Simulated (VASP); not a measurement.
CsMgBiO3, 6 atoms in the cell. The typed cell holds 6 atoms: a = 5.323 Å, b = 5.323 Å, c = 5.323 Å, α = 74.73°, β = 74.73°, γ = 74.73°. 

* Program: VASP 6.6.1
* Task: single point
* Functional: PBE
* Potentials or basis: VASP PAW PBE potentials, release 64 (Cs_sv, Mg, Bi_d, O)
* Cutoff: 520 eV
* k mesh: 2 × 2 × 2
* Occupations: gaussian, width 0.01 eV
* Spin: no spin polarisation
* Dipole correction: no
* Further INCAR settings: ALGO = Normal; EDIFF = 1e-06; NBANDS = 31

Potentials or basis: VASP PAW PBE potentials, release 64 (Cs_sv, Mg, Bi_d, O).

The run is started by

```bash
$ cat potpaw_PBE.64/Cs_sv/POTCAR potpaw_PBE.64/Mg/POTCAR potpaw_PBE.64/Bi_d/POTCAR potpaw_PBE.64/O/POTCAR > POTCAR
$ mpirun -np 1 vasp_std > vasp.out
```

Hardware: 1 thread of Intel(R) Xeon(R) 6975P-C (Granite Rapids) (shared host).

Estimate the wall time of this run.

It took 20 s on 1 thread of Intel(R) Xeon(R) 6975P-C (Granite Rapids), with other jobs on the host, peak memory 0.25 GiB. Counts: scf iterations 16, k points 8.
